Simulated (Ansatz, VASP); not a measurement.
**One calculation of NbSi2, two programs**

```xyz
3
Lattice="1.8287 3.1674 0.0000 -1.8287 3.1674 0.0000 0.0000 0.0000 3.9149" Properties=species:S:1:pos:R:3 pbc="T T T"
Nb    0.0000    0.0000    0.0000
Si   -0.0002    2.1117    1.9574
Si   -0.0002    4.2232    1.9574
```

Alike in both runs: task single point; functional r2SCAN; k mesh 11 × 11 × 9; no spin polarisation.

|  | VASP | Ansatz |
| --- | --- | --- |
| version | VASP 6.6.1 | Ansatz 0.2.0 |
| potentials or method | VASP PAW PBE potentials, release 64 (Nb_sv, Si), cutoff 520 eV | PAW plane waves |
| occupations | methfessel-paxton of order 1, width 0.2226 eV | cold, width 0.2226 eV |
| valence electrons in the cell | 21 | 21 |

```tsv
	VASP	Ansatz	Ansatz less VASP
pressure (GPa)	10.8	11.1	+0.28
traceless stress, the component that is largest in VASP (GPa)	-30.89	-31.01	-0.114
```

VASP's potentials were made for PBE, not for r2SCAN. Ansatz's warnings: structure snapped to symmetry.
